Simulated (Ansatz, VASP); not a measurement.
**Two plane-wave programs on TePb**

```xyz
8
Lattice="4.5559 0.0000 0.0000 0.0000 4.5559 0.0000 0.0000 0.0000 24.6646" Properties=species:S:1:pos:R:3 pbc="T T T"
Te    0.0000    0.0000    7.5000
Te    2.2780    2.2780   10.7215
Te    0.0000    0.0000   13.9431
Te    2.2780    2.2780   17.1646
Pb    2.2780    2.2780    7.5000
Pb    0.0000    0.0000   10.7215
Pb    2.2780    2.2780   13.9431
Pb    0.0000    0.0000   17.1646
```

Alike in both runs: task single point; functional PBEsol; k mesh 6 × 6 × 1; occupations gaussian, width 0.05 eV; no spin polarisation.

```csv
,VASP,Ansatz
version,VASP 6.6.1,Ansatz 0.2.0
potentials or method,"VASP PAW PBE potentials, release 64 (Te, Pb_d), cutoff 520 eV","scalar-relativistic, plane waves, PAW"
valence electrons in the cell,80,120
```

```tsv
	VASP	Ansatz	Ansatz less VASP
gap on the k mesh at the Fermi level (eV)	1.10	1.10	+0.002
least direct gap on the mesh (eV)	1.12	1.12	0.000
rms of the force components (eV/Å)	0.194	0.195	+0.0010
```

VASP's potentials were made for PBE, not for PBEsol. VASP's potentials hold 80 valence electrons a cell and Ansatz's 120, so a difference there can come from the potentials and not from the codes. Ansatz's warnings: xc potential rough in thin density.

Spin-orbit coupling is off throughout.
